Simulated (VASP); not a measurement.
# Cr (Fd-3m) in VASP: a series of runs

The runs below take Cr through relaxation of cell and atoms, with PBE.

Program: VASP 6.6.1. These are calculated values, not measurements. Logs are shortened: lines on timing, memory, paths and dates and some standing lists are left out, and cuts for length are marked.

### 1 The cell of the first run

The structure is cubic, space group Fd-3m (No. 227). Conventional cell: a = 5.000 Å, b = 5.000 Å, c = 5.000 Å, α = 90.00°, β = 90.00°, γ = 90.00°. Within 2.9 Å of Cr (site symmetry -43m) lie 4 Cr at 2.17 Å.

This isn't the form of Cr at room conditions, which is bcc.

### 2 Relaxation of cell and atoms, PBE, collinear spin, ferromagnetic start, target pressure 20 GPa, at which the enthalpy is minimised

Contents of INCAR:

```
SYSTEM = Cr
PREC = Accurate ; ENCUT = 600
EDIFF = 1E-6 ; ISMEAR = -1
SIGMA = 0.05 ; LREAL = .False.
LASPH = .True. ; NELM = 150
ALGO = Normal ; ISIF = 3
LWAVE = .False. ; LCHARG = .False.
ISPIN = 2 ; MAGMOM = 3 3
LORBIT = 11 ; LMAXMIX = 4
GGA = PE ; IBRION = 2
NSW = 80 ; EDIFFG = -0.03
PSTRESS = 200.0
```

Contents of KPOINTS:

```
Automatic mesh
0
Gamma
  8 8 8
  0 0 0
```

Contents of POSCAR:

```
Cr
1.0
    0.0000000000      2.5000000000      2.5000000000
    2.5000000000      0.0000000000      2.5000000000
    2.5000000000      2.5000000000      0.0000000000
Cr
2
Direct
    0.0000000000      0.0000000000      0.0000000000
    0.2500000000      0.2500000000      0.2500000000
```

Potentials or basis: VASP PAW PBE potentials, release 64 (Cr_pv).

Started as:

```console
cat potpaw_PBE.64/Cr_pv/POTCAR > POTCAR
mpirun -np 1 vasp_std > vasp.out
```

OUTCAR:

```text
SYSTEM = Cr
   PREC = Accurate
   ENCUT = 600
   EDIFF = 1E-6
   ISMEAR = -1
   LREAL = .False.
   LASPH = .True.
   NELM = 150
   ISIF = 3
   ISPIN = 2
   LORBIT = 11
   GGA = PE
   IBRION = 2
   NSW = 80
   EDIFFG = -0.03
   PSTRESS = 200.0

 ion  position               nearest neighbor table
   1  0.000  0.000  0.000-   2 2.17   2 2.17   2 2.17   2 2.17
   2  0.250  0.250  0.250-   1 2.17   1 2.17   1 2.17   1 2.17

  LATTYP: Found a face centered cubic cell.
 ALAT       =     5.0000000000

  Lattice vectors:

 A1 = (   0.0000000000,   2.5000000000,   2.5000000000)
 A2 = (   2.5000000000,   0.0000000000,   2.5000000000)
 A3 = (   2.5000000000,   2.5000000000,   0.0000000000)

Analysis of symmetry for initial positions (statically):
=====================================================================
 Subroutine PRICEL returns:
 Original cell was already a primitive cell.

 Routine SETGRP: Setting up the symmetry group for a
 face centered cubic supercell.

 Subroutine GETGRP returns: Found 48 space group operations
 (whereof 24 operations were pure point group operations)
 out of a pool of 48 trial point group operations.

The static configuration has the point symmetry T_d .
 The point group associated with its full space group is O_h .

Analysis of symmetry for dynamics (positions and initial velocities):
=====================================================================
 Subroutine PRICEL returns:
 Original cell was already a primitive cell.

 Routine SETGRP: Setting up the symmetry group for a
 face centered cubic supercell.

 Subroutine GETGRP returns: Found 48 space group operations
 (whereof 24 operations were pure point group operations)
 out of a pool of 48 trial point group operations.

The dynamic configuration has the point symmetry T_d .
 The point group associated with its full space group is O_h .

Analysis of structural, dynamic, and magnetic symmetry:
=====================================================================
 Subroutine PRICEL returns:
 Original cell was already a primitive cell.

 Routine SETGRP: Setting up the symmetry group for a
 face centered cubic supercell.

 Subroutine GETGRP returns: Found 48 space group operations
 (whereof 24 operations were pure point group operations)
 out of a pool of 48 trial point group operations.

The overall configuration has the point symmetry T_d .
 The point group associated with its full space group is O_h .

 Subroutine INISYM returns: Found 48 space group operations
 (whereof 24 operations are pure point group operations),
 and found     1 'primitive' translations

----------------------------------------------------------------------------------------

                                     Primitive cell

  volume of cell :      31.2500

  direct lattice vectors                    reciprocal lattice vectors
     0.000000000  2.500000000  2.500000000    -0.200000000  0.200000000  0.200000000
     2.500000000  0.000000000  2.500000000     0.200000000 -0.200000000  0.200000000
     2.500000000  2.500000000  0.000000000     0.200000000  0.200000000 -0.200000000

  length of vectors
     3.535533906  3.535533906  3.535533906     0.346410162  0.346410162  0.346410162

  position of ions in fractional coordinates (direct lattice)
     0.000000000  0.000000000  0.000000000
     0.250000000  0.250000000  0.250000000

  ion indices of the primitive-cell ions
   primitive index   ion index
                 1           1
                 2           2

----------------------------------------------------------------------------------------

 KPOINTS: Automatic mesh

Automatic generation of k-mesh.
 Grid dimensions read from file:
 generate k-points for:    8    8    8

 Generating k-lattice:

  Cartesian coordinates                     Fractional coordinates (reciprocal lattice)
    -0.025000000  0.025000000  0.025000000     0.125000000  0.000000000  0.000000000
     0.025000000 -0.025000000  0.025000000     0.000000000  0.125000000  0.000000000
     0.025000000  0.025000000 -0.025000000     0.000000000  0.000000000  0.125000000

  Length of vectors
     0.043301270  0.043301270  0.043301270

  Shift w.r.t. Gamma in fractional coordinates (k-lattice)
     0.000000000  0.000000000  0.000000000

 Subroutine IBZKPT returns following result:
 ===========================================

 Found     29 irreducible k-points:

 Following reciprocal coordinates:
            Coordinates               Weight
  0.000000  0.000000  0.000000      1.000000
  0.125000  0.000000  0.000000      8.000000
  0.250000  0.000000  0.000000      8.000000
  0.375000  0.000000  0.000000      8.000000
  0.500000  0.000000  0.000000      4.000000
  0.125000  0.125000  0.000000      6.000000
[... 16 lines left out ...]
  0.500000  0.250000  0.125000     48.000000
 -0.375000  0.250000  0.125000     24.000000
 [... further k-points ...]
   k-points           NKPTS =     29   k-points in BZ     NKDIM =     29   number of bands    NBANDS=     19
   number of dos      NEDOS =    301   number of ions     NIONS =      2
   total plane-waves  NPLWV =  21952
   dimension x,y,z NGX =    28 NGY =   28 NGZ =   28
   dimension x,y,z NGXF=    56 NGYF=   56 NGZF=   56
   ions per type =               2
   NGX,Y,Z   is equivalent  to a cutoff of  13.17, 13.17, 13.17 a.u.
   NGXF,Y,Z  is equivalent  to a cutoff of  26.33, 26.33, 26.33 a.u.
 SYSTEM =  Cr
   PREC   = accura    normal or accurate (medium, high low for compatibility)
   ISTART =      0    job   : 0-new  1-cont  2-samecut
   ICHARG =      2    charge: 1-file 2-atom 10-const
   ISPIN  =      2    spin polarized calculation?
   LNONCOLLINEAR =      F non collinear calculations
   LSORBIT =      F    spin-orbit coupling
   LASPH  =      T    aspherical Exc in radial PAW
   ENCUT  =  600.0 eV  44.10 Ry    6.64 a.u.   7.06  7.06  7.06*2*pi/ulx,y,z
   NELM   =    150;   NELMIN=  2; NELMDL= -5     # of ELM steps
   EDIFF  = 0.1E-05   stopping-criterion for ELM
   LREAL  =      F    real-space projection
   EDIFFG = -.3E-01   stopping-criterion for IOM
   NSW    =     80    number of steps for IOM
   IBRION =      2    ionic relax: 0-MD 1-quasi-New 2-CG
   NFREE  =      1    steps in history (QN), initial steepest desc. (CG)
   ISIF   =      3    stress and relaxation
   ISYM   =      2    0-nonsym 1-usesym 2-fastsym
   POTIM  = 0.5000    time-step for ionic-motion
   TEBEG  =    0.0;   TEEND  =   0.0 temperature during run
   PSTRESS=  200.0 pullay stress
   NELECT =      24.0000    total number of electrons
   NUPDOWN=      -1.0000    fix difference up-down
   EMIN   =  10.00;   EMAX   =-10.00  energy-range for DOS
   EFERMI =   0.00;   METHOD = LEGACY
   ISMEAR =    -1;   SIGMA  =   0.05  broadening in eV -4-tet -1-fermi 0-gaus
   EFERMI_NEDOS =   21; number of points for ismear=-14 and -15
   IALGO  =     38    algorithm
   IMIX   =      4    mixing-type and parameters
     AMIX     =   0.40;   BMIX     =  1.00
     AMIX_MAG =   1.60;   BMIX_MAG =  1.00
  volume/ion in A,a.u.               =      15.62       105.44
  Fermi-wavevector in a.u.,A,eV,Ry     =   1.499208  2.833092 30.580791  2.247625
  Thomas-Fermi vector in A             =   2.610868
   LORBIT       =     11    0 simple, 1 ext, 2 COOP (PROOUT), +10 PAW based schemes
   GGA     = PE    functional components
   LHFCALC =     F    Hartree Fock is set to
   AEXX    =    0.0000 exact exchange contribution
   IVDW    =     0    specifies the selected vdW correction
   LEPSILON=     F    determine dielectric tensor
   LRPA    =     F    only Hartree local field effects (RPA)
 conjugate gradient relaxation of ions
 spin polarized calculation
  energy-cutoff  :      600.00
  volume of cell :       31.25
 maximum number of plane-waves:      1056
   NGX = 15   NGY = 15   NGZ = 15

--------------------------------------- Ionic step        1  -------------------------------------------

 number of electron      24.0000007 magnetization       0.0005598

 number of electron      24.0000007 magnetization      -0.0006675

 Free energy of the ion-electron system (eV)
  ---------------------------------------------------
  ext. energy  EPLUGINS =         0.00000000
  ---------------------------------------------------
  free energy    TOTEN  =       -14.69145163 eV

  energy without entropy =      -14.65990927  energy(sigma->0) =      -14.67568045

------------------------ aborting loop because EDIFF is reached ----------------------------------------

  FORCE on cell =-STRESS in cart. coord.  units (eV):
  Direction    XX          YY          ZZ          XY          YZ          ZX
  --------------------------------------------------------------------------------------
  -------------------------------------------------------------------------------------
  Total        1.3530530      1.3530530      1.3530530      0.0000000      0.0000000     -0.0000000
  in kB       69.3705879     69.3705879     69.3705879      0.0000000      0.0000000     -0.0000000
  external PRESSURE =    -130.6294121 kB  Pullay stress =     200.0000000 kB
[... 105 lines left out ...]
--------------------------------------- Ionic step        4  -------------------------------------------

 number of electron      24.0000004 magnetization       0.0000045

 number of electron      24.0000004 magnetization      -0.0000013

 Free energy of the ion-electron system (eV)
  ---------------------------------------------------
  ext. energy  EPLUGINS =         0.00000000
  ---------------------------------------------------
  free energy    TOTEN  =       -14.48388872 eV

  energy without entropy =      -14.45517686  energy(sigma->0) =      -14.46953279

 E-fermi :   7.9116     XC(G=0): -12.0473

 val. band max:        7.8691196923   @ k =  -0.2500   0.2500   0.0000
 cond. band min:       7.9318561226   @ k =  -0.2500   0.3750   0.1250
 fundamental gap:      0.0627364303
 Fermi energy:         7.9115764309

 spin component 1

 k-point     1 :       0.0000    0.0000    0.0000
  band No.  band energies     occupation
      1     -34.9381      1.00000
      2     -34.9381      1.00000
      3     -34.9381      1.00000
      4     -33.7937      1.00000
      5     -33.7937      1.00000
      6     -33.7937      1.00000
[... 11 lines left out ...]
     18      16.4250      0.00000
     19      16.4288      0.00000
[... 491 lines left out ...]
      5     -33.5848      1.00000
      6     -33.5148      1.00000
[... 11 lines left out ...]
     18      12.4395      0.00000
     19      16.4220      0.00000

 [... further k-points ...]

 spin component 2

 k-point     1 :       0.0000    0.0000    0.0000
  band No.  band energies     occupation
      1     -34.9381      1.00000
      2     -34.9381      1.00000
      3     -34.9381      1.00000
      4     -33.7937      1.00000
      5     -33.7937      1.00000
      6     -33.7937      1.00000
[... 11 lines left out ...]
     18      16.4250      0.00000
     19      16.4288      0.00000
[... 535 lines left out ...]
  FREE ENERGIE OF THE ION-ELECTRON SYSTEM (eV)
  ---------------------------------------------------
  free  energy   TOTEN  =       -14.4838887206 eV

  energy  without entropy=      -14.4551768631  energy(sigma->0) =      -14.46953279

  enthalpy is  TOTEN    =       -10.9029443832 eV   P V=        3.5809443375

 reached required accuracy - stopping structural energy minimisation

 total charge

# of ion       s       p       d       tot
------------------------------------------
    1        0.497   6.220   4.668  11.385
    2        0.497   6.220   4.668  11.385
--------------------------------------------------
tot          0.993  12.441   9.336  22.770

 magnetization (x)

# of ion       s       p       d       tot
------------------------------------------
    1       -0.000  -0.000   0.000  -0.000
    2       -0.000  -0.000   0.000  -0.000
--------------------------------------------------
tot         -0.000  -0.000   0.000  -0.000
```

Run time: 3.5 min. Hardware: 1 thread of AMD EPYC 7R13, shared host; peak memory 0.17 GiB.

Results:

```
Free energy                                                : -14.4839 eV
Relaxed volume                                             : 14.34 Å³/atom
Relaxed cell                                               : a = 3.436 Å, b = 3.436 Å, c = 3.436 Å, α = 60.00°, β = 60.00°, γ = 60.00°
Space group after relaxing (to 0.1 Å)                      : Fd-3m (No. 227)
Energy change on relaxing (the run minimises the enthalpy) : +103.8 meV/atom
Ionic steps                                                : 4
Pressure after relaxing                                    : 19.9 GPa
Band gap on the k mesh                                     : zero (filled and empty bands overlap)
Net moment                                                 : 0.00 μB per cell
Valence electrons inside the program's atomic spheres      : Cr 11.38
```

The path:
```csv
step,energy change (eV),largest force (eV/Å),pressure (GPa),volume (Å³)
1,0.0000,0.0000,6.94,31.25
2,0.7553,0.0000,43.71,25.84
3,0.2012,0.0000,19.63,28.74
4,0.2076,0.0000,19.95,28.69
```

Final structure:
```cif
data_structure
_symmetry_space_group_name_H-M 'P 1'
_symmetry_Int_Tables_number 1
_cell_length_a 3.4361
_cell_length_b 3.4361
_cell_length_c 3.4361
_cell_angle_alpha 60.000
_cell_angle_beta 60.000
_cell_angle_gamma 60.000
_cell_volume 28.69
loop_
_atom_site_label
_atom_site_type_symbol
_atom_site_fract_x
_atom_site_fract_y
_atom_site_fract_z
_atom_site_occupancy
Cr1 Cr 0.00000 0.00000 0.00000 1
Cr2 Cr 0.25000 0.25000 0.25000 1
```

Levels at points of the mesh, in eV from the Fermi level:
Spin up:
| k point | band 8 | band 9 | band 10 | band 11 | band 12 | band 13 | band 14 | band 15 | band 16 | band 17 |
| --- | --- | --- | --- | --- | --- | --- | --- | --- | --- | --- |
| (0.00, 0.00, 0.00) | -2.02 | -2.02 | -1.29 | -1.29 | -1.29 | 1.16 | 1.16 | 1.16 | 3.63 | 3.63 |
| (0.50, 0.00, 0.00) | -2.27 | -1.91 | -1.91 | -1.38 | -1.38 | 0.11 | 2.07 | 2.07 | 3.18 | 3.18 |
| (0.50, 0.50, 0.00) | -3.31 | -1.28 | -1.28 | 0.17 | 0.17 | 0.71 | 0.71 | 3.44 | 3.44 | 4.65 |
Spin down:
| k point | band 9 | band 10 | band 11 | band 12 | band 13 | band 14 | band 15 | band 16 |
| --- | --- | --- | --- | --- | --- | --- | --- | --- |
| (0.00, 0.00, 0.00) | -2.02 | -1.29 | -1.29 | -1.29 | 1.16 | 1.16 | 1.16 | 3.63 |
| (0.50, 0.00, 0.00) | -1.91 | -1.91 | -1.38 | -1.38 | 0.11 | 2.07 | 2.07 | 3.18 |
| (0.50, 0.50, 0.00) | -1.28 | -1.28 | 0.17 | 0.17 | 0.71 | 0.71 | 3.44 | 3.44 |

Caveat: the cell is relaxed towards a set pressure, so the run minimises the enthalpy, not the energy; the moments typed at the start vanished in this run.

(Part 1 of 2 ends here.)

The gap in the log of VASP goes by the Fermi energy; the results here count the filled bands.